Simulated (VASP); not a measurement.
# HfNb3F (P-6m2) in VASP: a series of runs, part 2 of 3

VASP 6.6.1. Earlier steps stand in the parts before.

**3. Single point, PBE**

This run uses another cell than the first one, of 34.51 Å³/atom.

File INCAR:

```
SYSTEM = HfNb3F
PREC     = Accurate       ! precision mode
ENCUT    = 600            ! plane-wave cutoff, eV
EDIFF    = 1E-6           ! SCF threshold, eV
ISMEAR   = 0              ! smearing method
SIGMA    = 0.1            ! smearing width, eV
LREAL    = .False.        ! projectors in reciprocal space
LASPH    = .True.         ! aspherical terms in the spheres
NELM     = 120            ! most SCF steps
ALGO     = Normal         ! electronic algorithm
ISIF     = 2              ! what is computed and relaxed
LWAVE    = .False.        ! write WAVECAR
LCHARG   = .False.        ! write CHGCAR
GGA      = PE             ! functional
NBANDS   = 36             ! bands
GGA_COMPAT= .False.
```

File KPOINTS:

```
regular mesh
0
Gamma
  6 6 4
  0 0 0
```

File POSCAR:

```
HfNb3F
1.0
    6.5406391757      0.0000000000      0.0000000000
   -3.2703195878      5.6643596831      0.0000000000
    0.0000000000      0.0000000000      4.6573514248
Hf Nb F
1 3 1
Direct
    0.3333333333      0.6666666667      0.0000000000
    0.4683879786      0.5316120214      0.5000000000
    0.4683879786      0.9367759572      0.5000000000
    0.0632240428      0.5316120214      0.5000000000
    0.6666666667      0.3333333333      0.5000000000
```

Potentials or basis: VASP PAW PBE potentials, release 64 (Hf_pv, Nb_sv, F).

Launch:

```
cat potpaw_PBE.64/Hf_pv/POTCAR potpaw_PBE.64/Nb_sv/POTCAR potpaw_PBE.64/F/POTCAR > POTCAR
mpirun -np 1 vasp_std > vasp.out
```

OUTCAR:

```text
SYSTEM = HfNb3F
   PREC = Accurate
   ENCUT = 600
   EDIFF = 1E-6
   ISMEAR = 0
   LREAL = .False.
   LASPH = .True.
   NELM = 120
   ISIF = 2
   GGA = PE

 ion  position               nearest neighbor table
   1  0.333  0.667  0.000-   3 2.79   3 2.79   4 2.79   4 2.79   2 2.79   2 2.79
   2  0.468  0.532  0.500-   5 2.25   3 2.65   4 2.65   1 2.79   1 2.79
   3  0.468  0.937  0.500-   5 2.25   2 2.65   4 2.65   1 2.79   1 2.79
   4  0.063  0.532  0.500-   5 2.25   3 2.65   2 2.65   1 2.79   1 2.79
   5  0.667  0.333  0.500-   3 2.25   4 2.25   2 2.25

  LATTYP: Found a hexagonal cell.
 ALAT       =     6.5406391757
 C/A-ratio  =     0.7120636531

  Lattice vectors:

 A1 = (   6.5406391757,   0.0000000000,   0.0000000000)
 A2 = (  -3.2703195878,   5.6643596831,   0.0000000000)
 A3 = (   0.0000000000,   0.0000000000,   4.6573514248)

Analysis of symmetry for initial positions (statically):
=====================================================================
 Subroutine PRICEL returns:
 Original cell was already a primitive cell.

 Routine SETGRP: Setting up the symmetry group for a
 hexagonal supercell.

 Subroutine GETGRP returns: Found 12 space group operations
 (whereof 12 operations were pure point group operations)
 out of a pool of 24 trial point group operations.

The static configuration has the point symmetry D_3h.

Analysis of symmetry for dynamics (positions and initial velocities):
=====================================================================
 Subroutine PRICEL returns:
 Original cell was already a primitive cell.

 Routine SETGRP: Setting up the symmetry group for a
 hexagonal supercell.

 Subroutine GETGRP returns: Found 12 space group operations
 (whereof 12 operations were pure point group operations)
 out of a pool of 24 trial point group operations.

The dynamic configuration has the point symmetry D_3h.

 Subroutine INISYM returns: Found 12 space group operations
 (whereof 12 operations are pure point group operations),
 and found     1 'primitive' translations

----------------------------------------------------------------------------------------

                                     Primitive cell

  volume of cell :     172.5480

  direct lattice vectors                    reciprocal lattice vectors
     6.540639176  0.000000000  0.000000000     0.152890256  0.088271231  0.000000000
    -3.270319588  5.664359683  0.000000000     0.000000000  0.176542461  0.000000000
     0.000000000  0.000000000  4.657351425     0.000000000  0.000000000  0.214714311

  length of vectors
     6.540639176  6.540639176  4.657351425     0.176542461  0.176542461  0.214714311

  position of ions in fractional coordinates (direct lattice)
     0.333333333  0.666666667  0.000000000
     0.468387979  0.531612021  0.500000000
     0.468387979  0.936775957  0.500000000
     0.063224043  0.531612021  0.500000000
     0.666666667  0.333333333  0.500000000

  ion indices of the primitive-cell ions
   primitive index   ion index
                 1           1
                 2           2
                 3           3
                 4           4
                 5           5

[... 23 lines left out ...]

 Found     21 irreducible k-points:

 Following reciprocal coordinates:
            Coordinates               Weight
  0.000000  0.000000  0.000000      1.000000
  0.166667 -0.000000  0.000000      6.000000
  0.333333 -0.000000  0.000000      6.000000
  0.500000  0.000000  0.000000      3.000000
  0.166667  0.166667  0.000000      6.000000
  0.333333  0.166667  0.000000     12.000000
[... 13 lines left out ...]
  0.333333  0.166667  0.500000     12.000000
  0.333333  0.333333  0.500000      2.000000
   k-points           NKPTS =     21   k-points in BZ     NKDIM =     21   number of bands    NBANDS=     36
   number of dos      NEDOS =    301   number of ions     NIONS =      5
   total plane-waves  NPLWV = 116640
   dimension x,y,z NGX =    54 NGY =   54 NGZ =   40
   dimension x,y,z NGXF=   108 NGYF=  108 NGZF=   80
   ions per type =               1   3   1
   NGX,Y,Z   is equivalent  to a cutoff of  13.73, 13.73, 14.28 a.u.
   NGXF,Y,Z  is equivalent  to a cutoff of  27.45, 27.45, 28.56 a.u.
 SYSTEM =  HfNb3F
   PREC   = accura    normal or accurate (medium, high low for compatibility)
   ISTART =      0    job   : 0-new  1-cont  2-samecut
   ICHARG =      2    charge: 1-file 2-atom 10-const
   ISPIN  =      1    spin polarized calculation?
   LNONCOLLINEAR =      F non collinear calculations
   LSORBIT =      F    spin-orbit coupling
   LASPH  =      T    aspherical Exc in radial PAW
   ENCUT  =  600.0 eV  44.10 Ry    6.64 a.u.  13.06 13.06  9.30*2*pi/ulx,y,z
   NELM   =    120;   NELMIN=  2; NELMDL= -5     # of ELM steps
   EDIFF  = 0.1E-05   stopping-criterion for ELM
   LREAL  =      F    real-space projection
   EDIFFG = 0.1E-04   stopping-criterion for IOM
   NSW    =      0    number of steps for IOM
   IBRION =     -1    ionic relax: 0-MD 1-quasi-New 2-CG
   NFREE  =      0    steps in history (QN), initial steepest desc. (CG)
   ISIF   =      2    stress and relaxation
   ISYM   =      2    0-nonsym 1-usesym 2-fastsym
   POTIM  = 0.5000    time-step for ionic-motion
   TEBEG  =    0.0;   TEEND  =   0.0 temperature during run
   PSTRESS=    0.0 pullay stress
   NELECT =      56.0000    total number of electrons
   NUPDOWN=      -1.0000    fix difference up-down
   EMIN   =  10.00;   EMAX   =-10.00  energy-range for DOS
   EFERMI =   0.00;   METHOD = LEGACY
   ISMEAR =     0;   SIGMA  =   0.10  broadening in eV -4-tet -1-fermi 0-gaus
   EFERMI_NEDOS =   21; number of points for ismear=-14 and -15
   IALGO  =     38    algorithm
   IMIX   =      4    mixing-type and parameters
     AMIX     =   0.40;   BMIX     =  1.00
     AMIX_MAG =   1.60;   BMIX_MAG =  1.00
  volume/ion in A,a.u.               =      34.51       232.88
  Fermi-wavevector in a.u.,A,eV,Ry     =   1.125039  2.126015 17.221061  1.265712
  Thomas-Fermi vector in A             =   2.261714
   LORBIT       =      0    0 simple, 1 ext, 2 COOP (PROOUT), +10 PAW based schemes
   GGA     = PE    functional components
   LHFCALC =     F    Hartree Fock is set to
   AEXX    =    0.0000 exact exchange contribution
   IVDW    =     0    specifies the selected vdW correction
   LEPSILON=     F    determine dielectric tensor
   LRPA    =     F    only Hartree local field effects (RPA)
 non-spin polarized calculation
 Gauss-broadening in eV      SIGMA  =   0.10
  energy-cutoff  :      600.00
  volume of cell :      172.55
 maximum number of plane-waves:      5793
 NGX is ok and might be reduce to    54
   NGX = 27   NGY = 27   NGZ = 19

 number of electron      56.0000002 magnetization

 Free energy of the ion-electron system (eV)
  ---------------------------------------------------
  ext. energy  EPLUGINS =         0.00000000
  ---------------------------------------------------
  free energy    TOTEN  =       -38.10664291 eV

  energy without entropy =      -38.06499757  energy(sigma->0) =      -38.08582024

 E-fermi :   2.3012     XC(G=0):  -7.9773

 val. band max:        2.2860794580   @ k =   0.3333   0.3333   0.5000
 cond. band min:       2.3215447614   @ k =   0.3333   0.1667   0.5000
 fundamental gap:      0.0354653034
 Fermi energy:         2.3011957843

 k-point     1 :       0.0000    0.0000    0.0000
  band No.  band energies     occupation
      1     -52.3243      2.00000
      2     -52.1507      2.00000
      3     -52.1507      2.00000
      4     -29.0685      2.00000
      5     -28.7985      2.00000
      6     -28.5799      2.00000
[... 808 lines left out ...]
     35       4.1441      0.00000
     36       4.7071      0.00000

------------------------ aborting loop because EDIFF is reached ----------------------------------------

  FORCE on cell =-STRESS in cart. coord.  units (eV):
  Direction    XX          YY          ZZ          XY          YZ          ZX
  --------------------------------------------------------------------------------------
  -------------------------------------------------------------------------------------
  Total        0.0363566      0.0363566     -0.1486782      0.0000000      0.0000000      0.0000000
  in kB        0.3375853      0.3375853     -1.3805360      0.0000000      0.0000000      0.0000000
  external PRESSURE =      -0.2351218 kB  Pullay stress =       0.0000000 kB

 VOLUME and BASIS-vectors are now :
 -----------------------------------------------------------------------------
  energy-cutoff  :      600.00
  volume of cell :      172.55
      direct lattice vectors                 reciprocal lattice vectors
     6.540639176  0.000000000  0.000000000     0.152890256  0.088271231  0.000000000
    -3.270319588  5.664359683  0.000000000     0.000000000  0.176542461  0.000000000
     0.000000000  0.000000000  4.657351425     0.000000000  0.000000000  0.214714311

 POSITION                                       TOTAL-FORCE (eV/Angst)
 -----------------------------------------------------------------------------------
     -0.00000      3.77624      0.00000        -0.000000     -0.000000     -0.000000
      1.32502      3.01124      2.32868        -0.033995      0.019627      0.000000
      0.00000      5.30624      2.32868        -0.000000     -0.039254     -0.000000
     -1.32502      3.01124      2.32868         0.033995      0.019627      0.000000
      3.27032      1.88812      2.32868        -0.000000     -0.000000     -0.000000
 -----------------------------------------------------------------------------------
    total drift:                                0.000000     -0.000000      0.000000

  FREE ENERGIE OF THE ION-ELECTRON SYSTEM (eV)
  ---------------------------------------------------
  free  energy   TOTEN  =       -38.1066429131 eV

  energy  without entropy=      -38.0649975690  energy(sigma->0) =      -38.08582024
```

Wall time 2.2 min (1 thread of Intel Xeon Platinum 8488C (Sapphire Rapids), shared host); peak memory 0.42 GiB.

Results:

```yaml
Free_energy: -38.1066 eV
Pressure: 0.0 GPa
Largest_force: 0.039 eV/Å
Band_gap_on_the_k_mesh: zero (bands 28 and 29 overlap by 0.60 eV)
```

Forces in eV/Å, atoms in the order of the input:
```
Hf   0.000  0.000  0.000
Nb  -0.034  0.020  0.000
Nb   0.000 -0.039  0.000
Nb   0.034  0.020  0.000
F    0.000  0.000  0.000
```

Stress tensor (GPa, compression positive):
```
 0.03  0.00  0.00
 0.00  0.03  0.00
 0.00  0.00 -0.14
```

Levels at points of the mesh, in eV from the Fermi level:
```tsv
k point	band 26	band 27	band 28	band 29	band 30	band 31
(0.00, 0.00, 0.00)	-0.60	-0.54	-0.41	-0.41	1.77	1.77
(0.50, 0.00, 0.00)	-0.69	-0.53	-0.34	-0.22	0.60	1.33
(0.00, 0.00, 0.50)	-0.81	-0.62	0.06	0.06	0.63	1.96
(0.50, 0.00, 0.50)	-0.27	-0.12	0.06	0.16	0.71	1.07
```

Caveat: spin-orbit coupling is left out, which moves the levels of the heavy elements.

**4. Relaxation of cell and atoms, PBE**

File INCAR:

```
SYSTEM = HfNb3F
PREC = Accurate
ENCUT = 600
EDIFF = 1E-7
ISMEAR = 0
SIGMA = 0.1
LREAL = .FALSE.
LASPH = .TRUE.
NELM = 120
ALGO = Normal
ISIF = 3
LWAVE = .FALSE.
LCHARG = .FALSE.
GGA = PE
IBRION = 2
NSW = 90
EDIFFG = -0.04
GGA_COMPAT = .FALSE.
NELMIN = 4
```

File KPOINTS:

```
Automatic mesh
0
G
  6 6 4
  0 0 0
```

File POSCAR:

```
HfNb3F
1.0
    4.4115633600      0.0000000000      0.0000000000
   -2.2057816800      3.8205259400      0.0000000000
    0.0000000000      0.0000000000      4.8323867700
Hf Nb F
1 3 1
Direct
    0.3333333300      0.6666666700      0.0000000000
    0.4910319600      0.5089680400      0.5000000000
    0.4910319600      0.9820639100      0.5000000000
    0.0179360900      0.5089680400      0.5000000000
    0.6666666700      0.3333333300      0.5000000000
```

Launch:

```
cat potpaw_PBE.64/Hf_pv/POTCAR potpaw_PBE.64/Nb_sv/POTCAR potpaw_PBE.64/F/POTCAR > POTCAR
mpirun -np 1 vasp_std > vasp.out
```

Wall time 18 min (1 thread of Intel Xeon Platinum 8488C (Sapphire Rapids), shared host); peak memory 0.26 GiB.

The run converged. Its results:

| Property | Result |
| --- | --- |
| Free energy | -37.8309 eV |
| Relaxed volume | 24.27 Å³/atom |
| Relaxed cell | a = 5.298 Å, b = 5.298 Å, c = 4.992 Å, α = 90.00°, β = 90.00°, γ = 120.00° |
| Space group after relaxing (to 0.1 Å) | P-6m2 (No. 187) |
| Pressure after relaxing | -0.2 GPa |
| Largest force after relaxing | 0.020 eV/Å |
| Band gap on the k mesh | zero (bands 28 and 29 overlap by 0.72 eV) |

Forces in eV/Å, atoms in the order of the input:
```
Hf   0.000  0.000  0.000
Nb   0.017 -0.010  0.000
Nb   0.000  0.020  0.000
Nb  -0.017 -0.010  0.000
F    0.000  0.000  0.000
```

Stress tensor (GPa, compression positive):
```
-0.21  0.00  0.00
 0.00 -0.21  0.00
 0.00  0.00 -0.03
```

Final structure:
```yaml
crystal:
  lattice:
    - [5.29764, 0.00000, 0.00000]
    - [-2.64882, 4.58789, 0.00000]
    - [0.00000, 0.00000, 4.99229]
  atoms:
    - { symbol: Hf, position: [0.33333, 0.66667, 0.00000] }
    - { symbol: Nb, position: [0.17364, 0.82636, 0.50000] }
    - { symbol: Nb, position: [0.17364, 0.34729, 0.50000] }
    - { symbol: Nb, position: [0.65271, 0.82636, 0.50000] }
    - { symbol: F, position: [0.66667, 0.33333, 0.50000] }
```

Levels at points of the mesh, in eV from the Fermi level:
| k point | band 26 | band 27 | band 28 | band 29 | band 30 | band 31 |
| --- | --- | --- | --- | --- | --- | --- |
| (0.00, 0.00, 0.00) | -1.55 | -1.00 | -0.03 | -0.03 | 0.87 | 2.20 |
| (0.50, 0.00, 0.00) | -0.92 | -0.10 | -0.03 | 0.23 | 0.34 | 0.36 |
| (0.00, 0.00, 0.50) | -1.42 | -1.29 | -0.58 | -0.58 | -0.50 | 1.96 |
| (0.50, 0.00, 0.50) | -0.71 | -0.38 | 0.01 | 0.17 | 0.39 | 0.49 |

Caveat: the volume moved by over 15 % at a fixed basis, so the end points are rough; spin-orbit coupling is left out, which moves the levels of the heavy elements.

(Continued in part 3 of 3.)

The gap in the log of VASP goes by the Fermi energy; the results here count the filled bands.